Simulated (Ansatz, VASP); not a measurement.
One calculation of TiGe4, two programs

```
CELL_PARAMETERS angstrom
4.89053 0.00000 0.00000
0.00000 4.89053 0.00000
0.00000 0.00000 4.89053
ATOMIC_POSITIONS crystal
Ti 0.50000 0.50000 0.50000
Ge 0.50000 0.00000 0.00000
Ge 0.00000 0.50000 0.00000
Ge 0.00000 0.00000 0.50000
Ge 0.00000 0.00000 0.00000
```

Alike in both runs: functional PBE; k mesh 8 × 8 × 8; occupations gaussian, width 0.1 eV; collinear spin.

Ansatz relaxed the structure, and its values are those at the end. VASP's run is a single point on that final structure, the one shown.

|  | VASP | Ansatz |
| --- | --- | --- |
| version | VASP 6.6.1 | Ansatz 0.2.0 |
| potentials or method | VASP PAW PBE potentials, release 64 (Ti_sv, Ge_d), cutoff 520 eV | scalar-relativistic, plane waves, PAW |
| valence electrons in the cell | 68 | 68 |

Ansatz gave:

| Quantity | Value |
| --- | --- |
| gap on the k mesh at the Fermi level (eV) | none |
| pressure (GPa) | 0.0 |
| net moment per atom (μB) | 0.40 |
| size of the moment on the site where the two differ most (μB) | 1.71 |

Estimate VASP's values.

gap on the k mesh at the Fermi level (eV): none; pressure (GPa): -1.0; net moment per atom (μB): 0.00; size of the moment on the site where the two differ most (μB): 0.00.

The net moments are unlike, so the other rows may belong to different states. Site moments also hang on the region over which each program counts them. A gap of «none» marks a metal or a gap that the smearing closes.
